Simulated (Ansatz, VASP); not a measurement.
Two plane-wave programs on Zn

```
CELL_PARAMETERS angstrom
2.26817 -1.30849 0.00000
2.26817 1.30849 0.00000
-1.59172 0.00000 7.30041
ATOMIC_POSITIONS crystal
Zn 0.00000 0.00000 0.00000
Zn 0.22198 0.22198 0.66550
Zn 0.77802 0.77802 0.33450
```

Alike in both runs: task single point; functional PBE; k mesh 6 × 6 × 2; occupations gaussian, width 0.1 eV; no spin polarisation; Hubbard terms Zn d U = 2.6 eV.

|  | VASP | Ansatz |
| --- | --- | --- |
| version | VASP 6.6.1 | Ansatz 0.2.0 |
| potentials or method | VASP PAW PBE potentials, release 64 (Zn), cutoff 520 eV | scalar-relativistic, plane waves, PAW |
| valence electrons in the cell | 36 | 36 |

VASP gave:

| Quantity | Value |
| --- | --- |
| gap on the k mesh at the Fermi level (eV) | none |
| pressure (GPa) | 4.0 |
| traceless stress, the component that is largest in VASP (GPa) | -1.47 |
| rms of the force components (eV/Å) | 0.011 |

Problem. Estimate Ansatz's values.

Solution. gap on the k mesh at the Fermi level (eV): none; pressure (GPa): 5.2; traceless stress, the component that is largest in VASP (GPa): -1.07; rms of the force components (eV/Å): 0.012.

The programs project onto different local orbitals, so the same U acts differently, and such runs can settle in different states. Atom by atom the forces differ by 0.002 eV/Å (rms over components). A gap of «none» marks a metal or a gap that the smearing closes. Ansatz's warnings: filled band counts differ across k points.

The k mesh is coarse, so the values compare programs but aren't converged.
